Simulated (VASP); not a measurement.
# YMn2 (Fd-3m) in VASP: single point with PBE

Aim: the single point of YMn2 with PBE.

Everything below comes from runs of VASP 6.6.1. Logs are shortened: lines on timing, memory, paths and dates and some standing lists are left out, and cuts for length are marked.

### Step 1. The cell of the first run

The structure is cubic, space group Fd-3m (No. 227). Conventional cell: a = 7.660 Å, b = 7.660 Å, c = 7.660 Å, α = 90.00°, β = 90.00°, γ = 90.00°. Within 4.2 Å of Y (site symmetry -43m) lie 12 Mn at 3.18 Å and 4 Y at 3.32 Å. Within 3.6 Å of Mn (site symmetry -3m) lie 6 Mn at 2.71 Å and 6 Y at 3.18 Å.

### Step 2. Single point, PBE, collinear spin, ferrimagnetic start

Contents of INCAR:

```
PREC     = Accurate       # precision mode
ENCUT    = 500            # plane-wave cutoff, eV
EDIFF    = 1E-6           # SCF threshold, eV
ISMEAR   = 0              # smearing method
SIGMA    = 0.1            # smearing width, eV
LREAL    = False          # projectors in reciprocal space
LASPH    = True           # aspherical terms in the spheres
NELM     = 200            # most SCF steps
ALGO     = Normal         # electronic algorithm
ISIF     = 2              # what is computed and relaxed
LWAVE    = False          # write WAVECAR
LCHARG   = False          # write CHGCAR
ISPIN    = 2              # spin polarisation
MAGMOM   = -0.4 -0.4 3 3 3 3 # initial moments
LORBIT   = 11             # projections on sites
NUPDOWN  = 10.0           # fixed moment
LMAXMIX  = 4              # l up to which the mixer works
GGA      = PE             # functional
NBANDS   = 50             # bands
GGA_COMPAT= False
```

Contents of KPOINTS:

```
Automatic mesh
0
Gamma
  8 8 8
```

Contents of POSCAR:

```
YMn2
1.0
    0.0000000000      3.8300000000      3.8300000000
    3.8300000000      0.0000000000      3.8300000000
    3.8300000000      3.8300000000      0.0000000000
Y Mn
2 4
Direct
    0.5000000000      0.5000000000      0.5000000000
    0.7500000000      0.7500000000      0.7500000000
    0.1250000000      0.1250000000      0.1250000000
    0.6250000000      0.1250000000      0.1250000000
    0.1250000000      0.1250000000      0.6250000000
    0.1250000000      0.6250000000      0.1250000000
```

Potentials or basis: VASP PAW PBE potentials, release 64 (Y_sv, Mn_pv).

Started as:

```
> cat potpaw_PBE.64/Y_sv/POTCAR potpaw_PBE.64/Mn_pv/POTCAR > POTCAR
> mpirun -np 1 vasp_std > vasp.out
```

OUTCAR:

```text
PREC = Accurate
   ENCUT = 500
   EDIFF = 1E-6
   ISMEAR = 0
   LREAL = False
   LASPH = True
   NELM = 200
   ISIF = 2
   ISPIN = 2
   LORBIT = 11
   NUPDOWN = 10.0
   GGA = PE

 ion  position               nearest neighbor table
   1  0.500  0.500  0.500-   6 3.18   4 3.18   5 3.18   5 3.18   3 3.18   4 3.18   6 3.18   3 3.18
                             3 3.18   4 3.18   5 3.18   6 3.18   2 3.32   2 3.32   2 3.32   2 3.32
   2  0.750  0.750  0.750-   4 3.18   6 3.18   6 3.18   3 3.18   5 3.18   5 3.18   4 3.18   4 3.18
                             5 3.18   3 3.18   6 3.18   3 3.18   1 3.32   1 3.32   1 3.32   1 3.32
   3  0.125  0.125  0.125-   4 2.71   5 2.71   6 2.71   5 2.71   6 2.71   4 2.71   1 3.18   2 3.18
                             1 3.18   2 3.18   1 3.18   2 3.18
   4  0.625  0.125  0.125-   3 2.71   5 2.71   6 2.71   3 2.71   5 2.71   6 2.71   2 3.18   1 3.18
                             2 3.18   1 3.18   1 3.18   2 3.18
   5  0.125  0.125  0.625-   3 2.71   3 2.71   4 2.71   6 2.71   6 2.71   4 2.71   1 3.18   2 3.18
                             1 3.18   2 3.18   1 3.18   2 3.18
   6  0.125  0.625  0.125-   3 2.71   5 2.71   3 2.71   4 2.71   5 2.71   4 2.71   1 3.18   2 3.18
                             2 3.18   1 3.18   1 3.18   2 3.18

  LATTYP: Found a face centered cubic cell.
 ALAT       =     7.6600000000

  Lattice vectors:

 A1 = (   0.0000000000,   3.8300000000,   3.8300000000)
 A2 = (   3.8300000000,   0.0000000000,   3.8300000000)
 A3 = (   3.8300000000,   3.8300000000,   0.0000000000)

Analysis of symmetry for initial positions (statically):
=====================================================================
 Subroutine PRICEL returns:
 Original cell was already a primitive cell.

 Routine SETGRP: Setting up the symmetry group for a
 face centered cubic supercell.

 Subroutine GETGRP returns: Found 48 space group operations
 (whereof 24 operations were pure point group operations)
 out of a pool of 48 trial point group operations.

The static configuration has the point symmetry T_d .
 The point group associated with its full space group is O_h .

Analysis of symmetry for dynamics (positions and initial velocities):
=====================================================================
 Subroutine PRICEL returns:
 Original cell was already a primitive cell.

 Routine SETGRP: Setting up the symmetry group for a
 face centered cubic supercell.

 Subroutine GETGRP returns: Found 48 space group operations
 (whereof 24 operations were pure point group operations)
 out of a pool of 48 trial point group operations.

[... 166 lines left out ...]
 Free energy of the ion-electron system (eV)
  ---------------------------------------------------
  ext. energy  EPLUGINS =         0.00000000
  ---------------------------------------------------
  free energy    TOTEN  =       -47.20244746 eV

  energy without entropy =      -47.10949632  energy(sigma->0) =      -47.15597189

 E-fermi :   5.5018     XC(G=0): -11.2367

 val. band max:        5.5001239808   @ k =   0.2500   0.1250   0.0000
 cond. band min:       5.4674651331   @ k =  -0.3750   0.2500   0.0000
 fundamental gap:     -0.0326588477
 Fermi energy:         5.4672339929

 spin component 1

 k-point     1 :       0.0000    0.0000    0.0000
  band No.  band energies     occupation
      1     -43.4382      1.00000
      2     -43.4227      1.00000
      3     -43.4227      1.00000
      4     -43.4227      1.00000
      5     -43.4090      1.00000
      6     -43.4090      1.00000
[... 1237 lines left out ...]
     48       7.4657      0.00000
     49       8.1784      0.00000

 [... further k-points ...]

 spin component 2

 k-point     1 :       0.0000    0.0000    0.0000
  band No.  band energies     occupation
      1     -40.6795      1.00000
      2     -40.5214      1.00000
      3     -40.5214      1.00000
      4     -40.5214      1.00000
      5     -40.4670      1.00000
      6     -40.4670      1.00000
[... 1237 lines left out ...]
     48       8.7178      0.00000
     49       8.8336      0.00000

 [... further k-points ...]

 [bands above 49 left out]

------------------------ aborting loop because EDIFF is reached ----------------------------------------

  FORCE on cell =-STRESS in cart. coord.  units (eV):
  Direction    XX          YY          ZZ          XY          YZ          ZX
  --------------------------------------------------------------------------------------
  -------------------------------------------------------------------------------------
  Total       -3.3551154     -3.3551154     -3.3551154      0.0000000     -0.0000000      0.0000000
  in kB      -47.8400611    -47.8400611    -47.8400611      0.0000000     -0.0000000      0.0000000
  external PRESSURE =     -47.8400611 kB  Pullay stress =       0.0000000 kB

 VOLUME and BASIS-vectors are now :
 -----------------------------------------------------------------------------
  energy-cutoff  :      500.00
  volume of cell :      112.36
      direct lattice vectors                 reciprocal lattice vectors
     0.000000000  3.830000000  3.830000000    -0.130548303  0.130548303  0.130548303
     3.830000000  0.000000000  3.830000000     0.130548303 -0.130548303  0.130548303
     3.830000000  3.830000000  0.000000000     0.130548303  0.130548303 -0.130548303

 POSITION                                       TOTAL-FORCE (eV/Angst)
 -----------------------------------------------------------------------------------
      3.83000      3.83000      3.83000         0.000000      0.000000      0.000000
      5.74500      5.74500      5.74500        -0.000000     -0.000000     -0.000000
      0.95750      0.95750      0.95750        -0.000000      0.000000      0.000000
      0.95750      2.87250      2.87250        -0.000000      0.000000      0.000000
      2.87250      2.87250      0.95750        -0.000000      0.000000      0.000000
      2.87250      0.95750      2.87250        -0.000000      0.000000      0.000000
 -----------------------------------------------------------------------------------
    total drift:                                0.000000     -0.000000      0.000000

  FREE ENERGIE OF THE ION-ELECTRON SYSTEM (eV)
  ---------------------------------------------------
  free  energy   TOTEN  =       -47.2024474554 eV

  energy  without entropy=      -47.1094963181  energy(sigma->0) =      -47.15597189

 total charge

# of ion       s       p       d       f       tot
--------------------------------------------------
    1        2.251   6.328   1.063   0.027   9.670
    2        2.251   6.328   1.063   0.027   9.670
    3        0.359   6.211   5.007   0.000  11.577
    4        0.359   6.211   5.007   0.000  11.577
    5        0.359   6.211   5.007   0.000  11.577
    6        0.359   6.211   5.007   0.000  11.577
--------------------------------------------------
tot          5.937  37.500  22.156   0.054  65.647

 magnetization (x)

# of ion       s       p       d       f       tot
--------------------------------------------------
    1       -0.045  -0.072  -0.360   0.001  -0.476
    2       -0.045  -0.072  -0.360   0.001  -0.476
    3        0.008   0.004   2.713   0.000   2.725
    4        0.008   0.004   2.713   0.000   2.725
    5        0.008   0.004   2.713   0.000   2.725
    6        0.008   0.004   2.713   0.000   2.725
--------------------------------------------------
tot         -0.058  -0.128  10.132   0.002   9.948
```

OSZICAR:

```text
N       E                     dE             d eps       ncg     rms          rms(c)
DAV:   1     0.850432761590E+03    0.85043E+03   -0.39519E+04  5960   0.168E+03
DAV:   2     0.128359750258E+02   -0.83760E+03   -0.81261E+03  5800   0.519E+02
[... 11 lines left out ...]
DAV:  14    -0.472024260304E+02    0.40437E-04   -0.19370E-04  7186   0.594E-02    0.604E-02
DAV:  15    -0.472024395477E+02   -0.13517E-04   -0.47928E-05  6770   0.337E-02    0.473E-02
DAV:  16    -0.472024437402E+02   -0.41925E-05   -0.16875E-05  7132   0.170E-02    0.218E-02
DAV:  17    -0.472024458148E+02   -0.20746E-05   -0.11782E-05  5934   0.164E-02    0.204E-02
DAV:  18    -0.472024470324E+02   -0.12176E-05   -0.56070E-06  5416   0.105E-02    0.114E-02
DAV:  19    -0.472024474554E+02   -0.42309E-06   -0.28461E-06  4558   0.738E-03
   1 F= -.47202447E+02 E0= -.47155972E+02  d E =-.929511E-01  mag=    10.0000
```

Wall time 13 min (1 thread of Oxide Virtual Turin-like, shared host); peak memory 0.4 GiB.

What came out:

```yaml
Free_energy: -47.2024 eV
Pressure: -4.8 GPa
Net_moment: 10.00 μB per cell
Site_moments: Y -0.48; Mn +2.73 μB
Valence_electrons_inside_the_program's_atomic_spheres: Y 9.67; Mn 11.58
```

Caveat: the moment is held away from its start; the cell stands under tension; the total moment is fixed, so each spin has its own Fermi level and the state may be an excited one.
